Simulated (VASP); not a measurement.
Set up this calculation in VASP 6.6.1, as the native input.

* Task: single point
* Functional: PBE
* Potentials or basis: VASP PAW PBE potentials, release 64 (Cd)
* Cutoff: 520 eV
* k mesh: 10 × 10 × 11
* Occupations: fermi-dirac, width 0.05 eV
* Spin: no spin polarisation
* Dipole correction: no
* Further INCAR settings: ALGO = Fast; EDIFF = 1e-07; NBANDS = 12

The structure of Cd lies in POSCAR:

```
Cd
1.0
    1.6599844200      0.8599580300      2.5672863500
   -1.6429694100      0.9029788700      2.5398085500
    0.0457646500     -1.7165694500      2.5359719900
Cd
1
Direct
    0.0000000000      0.0000000000      0.0000000000
```

The input as run:

INCAR

```
SYSTEM = Cd
ALGO     = Fast           ! electronic algorithm
EDIFF    = 1E-7           ! SCF threshold, eV
ENCUT    = 520            ! plane-wave cutoff, eV
GGA      = PE             ! functional
ISIF     = 2              ! what is computed and relaxed
ISMEAR   = -1             ! smearing method
LASPH    = .True.         ! aspherical terms in the spheres
LCHARG   = .False.        ! write CHGCAR
LREAL    = .False.        ! projectors in reciprocal space
LWAVE    = .False.        ! write WAVECAR
NBANDS   = 12             ! bands
NELM     = 80             ! most SCF steps
PREC     = Accurate       ! precision mode
SIGMA    = 0.05           ! smearing width, eV
```

KPOINTS

```
k-points
0
Gamma
  10 10 11
  0 0 0
```

Potentials or basis: VASP PAW PBE potentials, release 64 (Cd).

The run is started by

```bash
$ cat potpaw_PBE.64/Cd/POTCAR > POTCAR
$ mpirun -np 1 vasp_std > vasp.out
```

Results of the run:

| Quantity | Value |
| --- | --- |
| Pressure | 2.7 GPa |
| Band gap on the k mesh | zero (band 6 reaches 4.23 eV, above the bottom of band 7 at 0.97 eV) |

It took 37 s on 1 thread of Intel(R) Xeon(R) 6975P-C (Granite Rapids), on a shared host, peak memory 0.25 GiB.
